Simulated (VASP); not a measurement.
Write the native input for VASP 6.6.1 that does the following.

* Task: single point
* Functional: PBE
* Potentials or basis: VASP PAW PBE potentials, release 64 (Be, H)
* Cutoff: 520 eV
* k mesh: 5 × 5 × 3
* Occupations: gaussian, width 0.1 eV
* Spin: no spin polarisation
* Dipole correction: no
* Further INCAR settings: LREAL = Auto; ALGO = Normal; EDIFF = 1e-06; NBANDS = 30

The structure of Be16H (a cell with a defect) lies in POSCAR:

```
Be16H
1.0
   -2.2900000000     -3.9663960000      0.0000000000
    3.4350000000     -1.9831980000      0.0000000000
    0.0000000000      0.0000000000      7.1768600000
Be H
16 1
Direct
    0.7508173483      0.5016331326     -0.0006775665
    0.5072091920      0.3391343440      0.2533403990
    0.7506216756      0.5013328714      0.5028340153
    0.5009087005      0.3353623537      0.7506357271
    0.5072824994     -0.0056992234     -0.0033541482
    0.2501178788      0.8257036525      0.2530586481
    0.5009072044     -0.0014386767      0.4994012138
    0.2505084671      0.8379388411      0.7479143474
    0.2501006242      0.5089203600     -0.0030969988
   -0.0063810045      0.3383646175      0.2532328249
    0.2505078791      0.4962578791      0.5021179619
    0.0001994030      0.3353393317      0.7505792379
   -0.0064656486     -0.0049191422     -0.0032662136
    0.7508185432      0.8322124015      0.2505243593
    0.0002012623     -0.0014095242      0.4994454088
    0.7506207310      0.8324226016      0.7471684143
    0.2515665544      0.1682796299      0.1253860391
```

These files were run (other wordings do the same):

INCAR

```
PREC = Accurate ; ENCUT = 520
EDIFF = 1E-6 ; ISMEAR = 0
SIGMA = 0.1 ; LREAL = Auto
LASPH = True ; NELM = 80
ALGO = Normal ; ISIF = 2
LWAVE = False ; LCHARG = False
GGA = PE ; NBANDS = 30
```

KPOINTS

```
Automatic mesh
0
Gamma
  5 5 3
```

Potentials or basis: VASP PAW PBE potentials, release 64 (Be, H).

Launch:

```console
$ cat potpaw_PBE.64/Be/POTCAR potpaw_PBE.64/H/POTCAR > POTCAR
$ mpirun -np 1 vasp_std > vasp.out
```

It gave:

- Pressure: -0.2 GPa
- Largest force: 0.012 eV/Å

Wall time 2.1 min on 1 thread of Intel(R) Xeon(R) 6975P-C (Granite Rapids), on a shared host, peak memory 0.27 GiB.
